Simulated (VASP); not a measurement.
Crystal: Be2C.

```
Be C
1.0
     0.00000    2.16500    2.16500
     2.16500    0.00000    2.16500
     2.16500    2.16500    0.00000
Be C
2 1
Direct
  0.25000 0.25000 0.25000
  0.75000 0.75000 0.75000
  0.00000 0.00000 0.00000
```

Base run:

| Quantity | Value |
| --- | --- |
| Program | VASP 6.6.1 |
| Functional | PBE-based global hybrid with 10 % exact exchange |
| Potentials or basis | VASP PAW PBE potentials, release 64 (Be, C) |
| Cutoff | 520 eV |
| k mesh | 6 × 6 × 6 |
| Occupations | gaussian, width 0.05 eV |
| Spin | no spin polarisation |

Its results: band gap on the k mesh 1.73 eV (least direct gap 4.80 eV); pressure -1.2 GPa.

Problem. The run is repeated on the same cell with these changes: functional from PBE-based global hybrid with 10 % exact exchange to HSE06; share of exact exchange from 0.1 to 0.25. What comes out?

Solution. Band gap on the k mesh 1.90 eV (least direct gap 5.11 eV); pressure -3.2 GPa.

Caveats: the PAW data sets were made with another functional, which shifts forces and pressure a little; the cell stands under tension (at least some runs).

A k mesh can miss the band edges.
